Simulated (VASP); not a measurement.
# MgO (Fm-3m) in VASP: further runs

MgO is run at these levels: LDA; tasks: elastic constants.

Program: VASP 6.6.1. These are calculated values, not measurements. Logs are shortened: lines on timing, memory, paths and dates and some standing lists are left out, and cuts for length are marked.

## 1. The cell of the first run

Symmetry: Fm-3m, No. 225, cubic system. The conventional cell has a = 3.958 Å, b = 3.958 Å, c = 3.958 Å, α = 90.00°, β = 90.00°, γ = 90.00°. Mg (site symmetry m-3m) has 6 O at 1.98 Å within 2.6 Å. O (site symmetry m-3m) has 6 Mg at 1.98 Å within 2.6 Å.

## 2. Elastic constants, LDA

The input, INCAR:

```
SYSTEM = MgO
PREC = Accurate
ENCUT = 600
EDIFF = 1E-8
ISMEAR = 0
SIGMA = 0.01
LREAL = .FALSE.
LASPH = .TRUE.
NELM = 60
ALGO = Normal
ISIF = 3
LWAVE = .FALSE.
LCHARG = .FALSE.
IBRION = 6
NFREE = 2
POTIM = 0.015
NSW = 1
```

The input, KPOINTS:

```
regular mesh
0
G
  10 10 10
  0 0 0
```

The input, POSCAR:

```
MgO
1.0
    0.0000000000      1.9788009607      1.9788009607
    1.9788009607      0.0000000000      1.9788009607
    1.9788009607      1.9788009607      0.0000000000
Mg O
1 1
Direct
    0.0000000000      0.0000000000      0.0000000000
    0.5000000000      0.5000000000      0.5000000000
```

Potentials or basis: VASP PAW LDA potentials, release 64 (Mg, O).

Started as:

```console
$ cat potpaw_LDA.64/Mg/POTCAR potpaw_LDA.64/O/POTCAR > POTCAR
$ mpirun -np 1 vasp_std > vasp.out
```

OUTCAR:

```text
SYSTEM = MgO
   PREC = Accurate
   ENCUT = 600
   EDIFF = 1E-8
   ISMEAR = 0
   LREAL = .FALSE.
   LASPH = .TRUE.
   NELM = 60
   ISIF = 3
   IBRION = 6
   NFREE = 2
   POTIM = 0.015
   NSW = 1

 ion  position               nearest neighbor table
   1  0.000  0.000  0.000-   2 1.98   2 1.98   2 1.98   2 1.98   2 1.98   2 1.98
   2  0.500  0.500  0.500-   1 1.98   1 1.98   1 1.98   1 1.98   1 1.98   1 1.98

  LATTYP: Found a face centered cubic cell.
 ALAT       =     3.9576019214

  Lattice vectors:

 A1 = (   0.0000000000,   1.9788009607,   1.9788009607)
 A2 = (   1.9788009607,   0.0000000000,   1.9788009607)
 A3 = (   1.9788009607,   1.9788009607,   0.0000000000)

Analysis of symmetry for initial positions (statically):
=====================================================================
 Subroutine PRICEL returns:
 Original cell was already a primitive cell.

 Routine SETGRP: Setting up the symmetry group for a
 face centered cubic supercell.

 Subroutine GETGRP returns: Found 48 space group operations
 (whereof 48 operations were pure point group operations)
 out of a pool of 48 trial point group operations.

The static configuration has the point symmetry O_h .

Analysis of symmetry for dynamics (positions and initial velocities):
=====================================================================
 Subroutine PRICEL returns:
 Original cell was already a primitive cell.

 Routine SETGRP: Setting up the symmetry group for a
 face centered cubic supercell.

 Subroutine GETGRP returns: Found 48 space group operations
 (whereof 48 operations were pure point group operations)
 out of a pool of 48 trial point group operations.

The dynamic configuration has the point symmetry O_h .

 Subroutine INISYM returns: Found 48 space group operations
 (whereof 48 operations are pure point group operations),
 and found     1 'primitive' translations

----------------------------------------------------------------------------------------

                                     Primitive cell

  volume of cell :      15.4966

  direct lattice vectors                    reciprocal lattice vectors
     0.000000000  1.978800961  1.978800961    -0.252678268  0.252678268  0.252678268
     1.978800961  0.000000000  1.978800961     0.252678268 -0.252678268  0.252678268
     1.978800961  1.978800961  0.000000000     0.252678268  0.252678268 -0.252678268

  length of vectors
     2.798447156  2.798447156  2.798447156     0.437651599  0.437651599  0.437651599

  position of ions in fractional coordinates (direct lattice)
     0.000000000  0.000000000  0.000000000
     0.500000000  0.500000000  0.500000000

  ion indices of the primitive-cell ions
   primitive index   ion index
                 1           1
                 2           2

----------------------------------------------------------------------------------------

 KPOINTS: regular mesh

Automatic generation of k-mesh.
 Grid dimensions read from file:
 generate k-points for:   10   10   10

 Generating k-lattice:

  Cartesian coordinates                     Fractional coordinates (reciprocal lattice)
    -0.025267827  0.025267827  0.025267827     0.100000000  0.000000000  0.000000000
     0.025267827 -0.025267827  0.025267827     0.000000000  0.100000000  0.000000000
     0.025267827  0.025267827 -0.025267827     0.000000000  0.000000000  0.100000000
[... 108 lines left out ...]

------------------------ aborting loop because EDIFF is reached ----------------------------------------

  FORCE on cell =-STRESS in cart. coord.  units (eV):
  Direction    XX          YY          ZZ          XY          YZ          ZX
  --------------------------------------------------------------------------------------
  -------------------------------------------------------------------------------------
  Total        3.1881662      3.1881662      3.1881662      0.0000000     -0.0000000      0.0000000
  in kB      329.6212457    329.6212457    329.6212457      0.0000000     -0.0000000      0.0000000
  external PRESSURE =     329.6212457 kB  Pullay stress =       0.0000000 kB
[... 89 lines left out ...]
  FREE ENERGIE OF THE ION-ELECTRON SYSTEM (eV)
  ---------------------------------------------------
  free  energy   TOTEN  =       -13.1773197691 eV

  energy  without entropy=      -13.1773197691  energy(sigma->0) =      -13.17731977

[... ionic steps 4 to 14 ...]

--------------------------------------- Ionic step       15  -------------------------------------------

 number of electron       8.0000002 magnetization

------------------------ aborting loop because EDIFF is reached ----------------------------------------
[... 67 lines left out ...]
--------------------------------------- Ionic step       17  -------------------------------------------

 number of electron       8.0000001 magnetization

 Free energy of the ion-electron system (eV)
  ---------------------------------------------------
  ext. energy  EPLUGINS =         0.00000000
  ---------------------------------------------------
  free energy    TOTEN  =       -13.23112515 eV

  energy without entropy =      -13.23112515  energy(sigma->0) =      -13.23112515

 E-fermi :   4.5167     XC(G=0): -12.5236

 val. band max:        4.4527336986   @ k =   0.0000   0.0000   0.0000
 cond. band min:      11.1631712972   @ k =   0.0000   0.0000   0.0000
 fundamental gap:      6.7104375986
 Fermi energy:         4.5166533313

 k-point     1 :       0.0000    0.0000    0.0000
  band No.  band energies     occupation
      1     -13.6410      2.00000
      2       4.4525      2.00000
      3       4.4527      2.00000
      4       4.4527      2.00000
      5      11.1632      0.00000
      6      20.9820      0.00000
      7      20.9828      0.00000
      8      20.9828      0.00000
[... 243 lines left out ...]
 k-point    24 :       0.4000    0.3000    0.0000
  band No.  band energies     occupation
      1     -11.8574      2.00000
      2       0.1665      2.00000
      3       2.8248      2.00000
      4       3.1035      2.00000
      5      14.6190      0.00000
      6      16.1508      0.00000
      7      19.8753      0.00000
      8      24.8681      0.00000

 [... further k-points ...]

------------------------ aborting loop because EDIFF is reached ----------------------------------------

  FORCE on cell =-STRESS in cart. coord.  units (eV):
  Direction    XX          YY          ZZ          XY          YZ          ZX
  --------------------------------------------------------------------------------------
  -------------------------------------------------------------------------------------
  Total        3.2032303      3.1868546      3.1868546      0.0000000      0.0000000      0.0000000
  in kB      331.1787167    329.4856423    329.4856423      0.0000000      0.0000000      0.0000000
  external PRESSURE =     330.0500004 kB  Pullay stress =       0.0000000 kB
[... 17 lines left out ...]
  FREE ENERGIE OF THE ION-ELECTRON SYSTEM (eV)
  ---------------------------------------------------
  free  energy   TOTEN  =       -13.2311251456 eV

  energy  without entropy=      -13.2311251456  energy(sigma->0) =      -13.23112515

 INTERNAL STRAIN TENSORS FROM STRAINED CELLS
 ============================================

 INTERNAL STRAIN TENSOR FOR ION    1 for displacements in x,y,z  (eV/Angst):
          X           Y           Z          XY          YZ          ZX
  --------------------------------------------------------------------------------
  x     0.00000    -0.00000     0.00000    -0.00000     0.00000    -0.00000
  y    -0.00000     0.00000    -0.00000     0.00000     0.00000     0.00000
  z     0.00000     0.00000     0.00000    -0.00000     0.00000     0.00000

 INTERNAL STRAIN TENSORS FROM DISPLACED ATOMS
 ============================================

 INTERNAL STRAIN TENSOR FOR ION    1 for displacements in x,y,z  (eV/Angst):
          X           Y           Z          XY          YZ          ZX
  --------------------------------------------------------------------------------
  x     0.00000     0.00000     0.00000     0.00000     0.00000     0.00000
  y     0.00000     0.00000     0.00000     0.00000     0.00000     0.00000
  z     0.00000     0.00000     0.00000     0.00000     0.00000     0.00000

 INTERNAL STRAIN TENSOR FOR ION    2 for displacements in x,y,z  (eV/Angst):
          X           Y           Z          XY          YZ          ZX
  --------------------------------------------------------------------------------
  x     0.00000     0.00000     0.00000     0.00000     0.00000     0.00000
  y     0.00000     0.00000     0.00000     0.00000     0.00000     0.00000
  z     0.00000     0.00000     0.00000     0.00000     0.00000     0.00000

 Eigenvectors and eigenvalues of the dynamical matrix
 ----------------------------------------------------

   1 f  =   16.947187 THz   106.482318 2PiTHz  565.297319 cm-1    70.087903 meV
             X         Y         Z           dx          dy          dz
      0.000000  0.000000  0.000000     0.630028   -0.000000   -0.000000
      1.978801  1.978801  1.978801    -0.776572    0.000000   -0.000000
[... 21 lines left out ...]
   6 f/i=    0.000648 THz     0.004073 2PiTHz    0.021620 cm-1     0.002681 meV
             X         Y         Z           dx          dy          dz
      0.000000  0.000000  0.000000     0.444984   -0.551322   -0.317958
      1.978801  1.978801  1.978801     0.361013   -0.447284   -0.257958

--------------------------------------------------------------------------------------------------------

 ELASTIC MODULI CONTR FROM IONIC RELAXATION (kBar)
 Direction    XX          YY          ZZ          XY          YZ          ZX
 --------------------------------------------------------------------------------
 XX           0.0000      0.0000      0.0000      0.0000      0.0000      0.0000
 YY           0.0000      0.0000      0.0000      0.0000      0.0000      0.0000
 ZZ           0.0000      0.0000      0.0000      0.0000      0.0000      0.0000
 XY           0.0000      0.0000      0.0000      0.0000      0.0000      0.0000
 YZ           0.0000      0.0000      0.0000      0.0000      0.0000      0.0000
 ZX           0.0000      0.0000      0.0000      0.0000      0.0000      0.0000
 --------------------------------------------------------------------------------

 TOTAL ELASTIC MODULI (kBar)
 Direction    XX          YY          ZZ          XY          YZ          ZX
 --------------------------------------------------------------------------------
 XX        6004.7161   1104.5872   1104.5872      0.0000     -0.0000      0.0000
 YY        1104.5872   6004.7161   1104.5872      0.0000      0.0000      0.0000
 ZZ        1104.5872   1104.5872   6004.7161      0.0000      0.0000     -0.0000
 XY           0.0000      0.0000      0.0000   1794.2172     -0.0000      0.0000
 YZ          -0.0000      0.0000      0.0000     -0.0000   1794.2172     -0.0000
 ZX           0.0000      0.0000     -0.0000      0.0000     -0.0000   1794.2172
 --------------------------------------------------------------------------------
```

It took 2.8 min on 1 thread of Intel Xeon 6975P-C, shared host; peak memory 0.22 GiB.

What came out:

```
Elastic constants C11, C12, C44                         : 600, 110, 179 GPa
Voigt bulk modulus                                      : 274 GPa
Highest phonon frequency at Γ, LO-TO splitting left out : 565 cm⁻¹
```

Phonon frequencies in cm⁻¹ (negative: imaginary):
```
              q point        frequencies
(0.000, 0.000, 0.000)  0 0 0 565 565 565
```

Elastic tensor in Voigt notation (GPa, in the Cartesian axes of the cell as first typed):
```
600 110 110   0   0   0
110 600 110   0   0   0
110 110 600   0   0   0
  0   0   0 179   0   0
  0   0   0   0 179   0
  0   0   0   0   0 179
```

Clamped-ion elastic tensor (GPa):
```
600 110 110   0   0   0
110 600 110   0   0   0
110 110 600   0   0   0
  0   0   0 179   0   0
  0   0   0   0 179   0
  0   0   0   0   0 179
```

Caveat: the cell is under stress, which shifts elastic constants.

(Part 1 of 2 ends here.)
